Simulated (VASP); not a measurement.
Br:

```
Br
1.0
     3.36325   -2.32255    0.00000
     3.36325    2.32255    0.00000
     0.00000    0.00000    8.70230
Br
4
Direct
  0.36510 0.63490 0.39010
  0.13490 0.86510 0.89010
  0.63490 0.36510 0.60990
  0.86510 0.13490 0.10990
```

- Program: VASP 6.6.1
- Task: relaxation of cell and atoms
- Functional: PBE
- Dispersion: D4
- Potentials or basis: VASP PAW PBE potentials, release 64 (Br)
- Cutoff: 600 eV
- k mesh: 7 × 7 × 3
- Occupations: fermi-dirac, width 0.05 eV
- Spin: no spin polarisation

At the start: pressure 0.6 GPa; volume 33.99 Å³/atom.

Question: How do energy, volume and symmetry change on relaxing?

Answer: Over 22 steps the energy falls by 46.2 meV/atom and the volume is 30.85 Å³/atom (-9.2 %); space group Cmce (No. 64, to 0.1 Å) before and after.

The path:
```tsv
step	energy change (eV)	largest force (eV/Å)	pressure (GPa)	volume (Å³)
1	0.0000	0.8960	0.60	135.95
2	-0.0161	0.3691	-2.14	138.47
3	-0.0472	0.1496	-1.01	137.29
4	-0.0840	0.1474	-0.85	133.97
5	-0.1554	0.1623	0.17	124.26
6	-0.1563	0.1823	0.70	121.38
7	-0.1576	0.1718	0.45	122.63
8	-0.1607	0.2592	-0.32	122.21
9	-0.1640	0.1350	-0.02	122.39
10	-0.1722	0.1135	0.05	122.17
11	-0.1827	0.0381	0.34	121.37
12	-0.1791	0.1630	-0.56	123.78
13	-0.1840	0.0624	0.03	122.19
14	-0.1848	0.0120	0.07	122.72
15	-0.1848	0.0101	0.07	122.70
16	-0.1848	0.0243	-0.08	123.24
17	-0.1848	0.0155	-0.01	122.98
18	-0.1849	0.0103	0.00	123.15
19	-0.1850	0.0122	0.01	123.26
20	-0.1850	0.0135	0.01	123.30
21	-0.1850	0.0073	-0.05	123.49
22	-0.1850	0.0052	-0.03	123.42
```

Final structure:
```cif
data_structure
_symmetry_space_group_name_H-M 'P 1'
_symmetry_Int_Tables_number 1
_cell_length_a 4.0449
_cell_length_b 4.0449
_cell_length_c 8.5701
_cell_angle_alpha 90.000
_cell_angle_beta 90.000
_cell_angle_gamma 61.665
_cell_volume 123.42
loop_
_atom_site_label
_atom_site_type_symbol
_atom_site_fract_x
_atom_site_fract_y
_atom_site_fract_z
_atom_site_occupancy
Br1 Br 0.34827 0.65173 0.38092 1
Br2 Br 0.15173 0.84827 0.88092 1
Br3 Br 0.65173 0.34827 0.61908 1
Br4 Br 0.84827 0.15173 0.11908 1
```
